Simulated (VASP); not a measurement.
Write the native input for VASP 6.6.1 that does the following.

```
Task                   : single point
Functional             : PBEsol
Potentials or basis    : VASP PAW PBE potentials, release 64 (Al, Ni)
Cutoff                 : 520 eV
k mesh                 : 14 × 14 × 14
Occupations            : gaussian, width 0.15 eV
Spin                   : no spin polarisation
Dipole correction      : no
Further INCAR settings : ALGO = Fast; EDIFF = 1e-06; NBANDS = 24
```

The structure of AlNi3 lies in POSCAR:

```
AlNi3
1.0
    0.0000000000      2.7984078593      2.6864715449
    2.7984078593      0.0000000000      2.6864715449
    2.7984078593      2.7984078593      0.0000000000
Al Ni
1 3
Direct
    0.5000000000      0.5000000000      0.5000000000
    0.2500000000      0.2500000000      0.2500000000
    0.0000000000      0.0000000000      0.0000000000
    0.7500000000      0.7500000000      0.7500000000
```

This cell differs from its parent crystal: strain +0.000 along x and y, -0.040 along z.

The input as run:

INCAR

```
ALGO = Fast ; EDIFF = 1E-6
ENCUT = 520 ; GGA = PS
ISIF = 2 ; ISMEAR = 0
LASPH = True ; LCHARG = False
LREAL = False ; LWAVE = False
NBANDS = 24 ; NELM = 100
PREC = Accurate ; SIGMA = 0.15
```

KPOINTS

```
k-points
0
Gamma
  14 14 14
```

Potentials or basis: VASP PAW PBE potentials, release 64 (Al, Ni).

Command:

```sh
$ cat potpaw_PBE.64/Al/POTCAR potpaw_PBE.64/Ni/POTCAR > POTCAR
$ mpirun -np 1 vasp_std > vasp.out
```

It gave:

| Property | Result |
| --- | --- |
| Pressure | 9.1 GPa |

Caveat: the cell differs from its parent crystal (strain +0.000 along x and y, -0.040 along z); the PAW data sets were made with another functional, which shifts forces and pressure a little.

Wall time 3.4 min on 1 thread of Intel(R) Xeon(R) Platinum 8488C (Sapphire Rapids), with other jobs on the host, peak memory 0.32 GiB.
